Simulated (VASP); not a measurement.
Sr16HO16 (a cell with a defect), 33 atoms in the cell. The cell holds a defect, 33 atoms: a = 8.998 Å, b = 8.998 Å, c = 8.998 Å, α = 109.47°, β = 109.47°, γ = 109.47°.  This cell differs from its parent crystal: with an interstitial atom, then relaxed in part.

| Quantity | Value |
| --- | --- |
| Program | VASP 6.6.1 |
| Task | single point |
| Functional | PBE |
| Potentials or basis | VASP PAW PBE potentials, release 64 (Sr_sv, O, H) |
| Cutoff | 520 eV |
| k mesh | 2 × 2 × 2, shifted |
| Occupations | gaussian, width 0.01 eV |
| Spin | no spin polarisation |
| Dipole correction | no |
| Charge | 1 |
| Further INCAR settings | LREAL = Auto; ALGO = Normal; EDIFF = 1e-06; NBANDS = 150; NELECT = 256.0 |

Potentials or basis: VASP PAW PBE potentials, release 64 (Sr_sv, O, H).

Command:

```sh
$ cat potpaw_PBE.64/Sr_sv/POTCAR potpaw_PBE.64/O/POTCAR potpaw_PBE.64/H/POTCAR > POTCAR
$ mpirun -np 1 vasp_std > vasp.out
```

Hardware: 1 thread of Intel Xeon 8259CL, with other jobs on the host.

**Question.** How long does it take, and how much memory?

**Answer.** Wall time 17 min on 1 thread of Intel Xeon 8259CL (shared host), peak memory 0.75 GiB. Counts: scf iterations 18, k points 2.
